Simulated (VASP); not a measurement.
A run of VASP 6.6.1:

File INCAR:

```
SYSTEM = PtS2
  PREC = Accurate
  ENCUT = 500
  EDIFF = 1E-6
  ISMEAR = -1
  SIGMA = 0.02
  LREAL = .False.
  LASPH = .True.
  NELM = 120
  ALGO = Normal
  ISIF = 2
  LWAVE = .False.
  LCHARG = .True.
  LELF = .True.
  LVHAR = .True.
  NBANDS = 18
  GGA_COMPAT = .False.
```

File KPOINTS:

```
regular mesh
0
Gamma
  6 6 6
  0 0 0
```

Contents of POSCAR:

```
PtS2
1.0
    0.0000000000      2.9757935506      2.9757935506
    2.9757935506      0.0000000000      2.9757935506
    2.9757935506      2.9757935506      0.0000000000
Pt S
1 2
Direct
    0.0000000000      0.0000000000      0.0000000000
    0.2500000000      0.2500000000      0.2500000000
    0.7500000000      0.7500000000      0.7500000000
```

Potentials or basis: VASP PAW LDA potentials, release 64 (Pt, S).

Launch:

```bash
$ cat potpaw_LDA.64/Pt/POTCAR potpaw_LDA.64/S/POTCAR > POTCAR
$ mpirun -np 1 vasp_std > vasp.out
```

Hardware: 1 thread of Intel(R) Xeon(R) 6975P-C (Granite Rapids), with other jobs on the host.

Problem. Estimate the wall time of this run.

Solution. Wall time 5.7 s on 1 thread of Intel(R) Xeon(R) 6975P-C (Granite Rapids), with other jobs on the host, peak memory 0.15 GiB. Counts: scf iterations 12, k points 16.
